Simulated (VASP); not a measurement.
The system is SnO.

```
Sn O
1.0
     3.35500    0.00000    0.00000
     0.00000    5.67410    0.00000
     0.00000    0.00000    4.22197
Sn O
2 2
Direct
  0.00000 0.23191 0.51314
  0.50000 0.76809 0.01314
  0.00000 0.89125 0.73686
  0.50000 0.10875 0.23686
```

- Program: VASP 6.6.1
- Task: relaxation of cell and atoms
- Functional: PBEsol
- Potentials or basis: VASP PAW PBE potentials, release 64 (Sn_d, O)
- Cutoff: 600 eV
- k mesh: 5 × 3 × 4
- Occupations: gaussian, width 0.01 eV
- Spin: no spin polarisation

At the start: pressure -2.9 GPa; volume 20.09 Å³/atom.

How do energy, volume and symmetry change on relaxing?

Over 29 steps the energy falls by 11.7 meV/atom and the volume is 18.14 Å³/atom (-9.7 %); space group Pmn2_1 (No. 31, to 0.1 Å) before and after.

Step by step:
| step | energy change (eV) | largest force (eV/Å) | pressure (GPa) | volume (Å³) |
| --- | --- | --- | --- | --- |
| 1 | 0.0000 | 0.3537 | -2.88 | 80.37 |
| 2 | -0.0025 | 0.7238 | 2.63 | 76.24 |
| 3 | -0.0243 | 0.1783 | -0.19 | 78.20 |
| 4 | -0.0286 | 0.1208 | -0.17 | 77.74 |
| 5 | -0.0314 | 0.0385 | -0.13 | 77.07 |
| 6 | -0.0315 | 0.0410 | -0.11 | 76.93 |
| 7 | -0.0326 | 0.0382 | -0.03 | 76.63 |
| 8 | -0.0347 | 0.0561 | 0.21 | 75.74 |
| 9 | -0.0350 | 0.0741 | 0.32 | 75.31 |
| 10 | -0.0356 | 0.0576 | -0.01 | 75.30 |
| 11 | -0.0357 | 0.0588 | -0.13 | 75.30 |
| 12 | -0.0361 | 0.0540 | -0.13 | 75.21 |
| 13 | -0.0370 | 0.0556 | -0.10 | 74.94 |
| 14 | -0.0378 | 0.0622 | -0.01 | 74.39 |
| 15 | -0.0381 | 0.0550 | -0.02 | 74.32 |
| 16 | -0.0391 | 0.0362 | -0.04 | 74.10 |
| 17 | -0.0405 | 0.0386 | -0.04 | 73.67 |
| 18 | -0.0411 | 0.1409 | -0.05 | 72.80 |
| 19 | -0.0413 | 0.1035 | -0.06 | 73.10 |
| 20 | -0.0423 | 0.0889 | -0.05 | 72.86 |
| 21 | -0.0440 | 0.0559 | 0.05 | 72.15 |
| 22 | -0.0442 | 0.0504 | 0.05 | 71.90 |
| 23 | -0.0448 | 0.0241 | 0.14 | 71.94 |
| 24 | -0.0451 | 0.0256 | 0.21 | 71.99 |
| 25 | -0.0455 | 0.0267 | 0.11 | 72.09 |
| 26 | -0.0461 | 0.0493 | -0.18 | 72.39 |
| 27 | -0.0461 | 0.0644 | -0.27 | 72.51 |
| 28 | -0.0465 | 0.0436 | -0.21 | 72.52 |
| 29 | -0.0467 | 0.0141 | 0.03 | 72.55 |

Final structure:
```
CELL_PARAMETERS angstrom
3.33119 0.00000 0.00000
0.00000 5.71849 0.00000
0.00000 0.00000 3.80854
ATOMIC_POSITIONS crystal
Sn 0.00000 0.23522 0.52990
Sn 0.50000 0.76478 0.02990
O 0.00000 0.88357 0.72010
O 0.50000 0.11643 0.22010
```

Caveat: the PAW data sets were made with another functional, which shifts forces and pressure a little.
